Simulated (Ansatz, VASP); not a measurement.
## Li2CaSc2: VASP beside Ansatz

```
Li Ca Sc
1.0
     3.81464    0.00000    0.00000
     0.00000    3.81464    0.00000
     0.00000    0.00000    6.81950
Li Ca Sc
2 1 2
Direct
  0.50000 0.50000 0.00000
  0.00000 0.00000 0.00000
  0.50000 0.50000 0.50000
  0.00000 0.00000 0.31592
  0.00000 0.00000 0.68408
```

Alike in both runs: task relaxation of cell and atoms; functional PBE; k mesh 4 × 4 × 4; occupations gaussian, width 0.1 eV; no spin polarisation.

|  | VASP | Ansatz |
| --- | --- | --- |
| version | VASP 6.6.1 | Ansatz 0.2.0 |
| potentials or method | VASP PAW PBE potentials, release 64 (Li_sv, Ca_sv, Sc_sv), cutoff 600 eV | scalar-relativistic, plane waves, PAW |
| valence electrons in the cell | 38 | 38 |

Ansatz gave:

```
gap on the k mesh at the Fermi level, each at its own relaxed structure (eV) : none
relaxed volume (Å³/atom)                                                     : 25.26
relaxed cell length with the largest relative difference (Å)                 : 11.083
```

**Question.** What did VASP give for the same quantities?

**Answer.** gap on the k mesh at the Fermi level, each at its own relaxed structure (eV): none; relaxed volume (Å³/atom): 24.51; relaxed cell length with the largest relative difference (Å): 10.134.

A gap of «none» marks a metal or a gap that the smearing closes. One of these differences is far larger than is usual between the two programs; its cause wasn't traced.

The k mesh is coarse, so the values compare programs but aren't converged. Noted on VASP's run: the cutoff is short for stress, so the pressure is rough; the volume moved by over 15 % at a fixed basis, so the end points are rough.
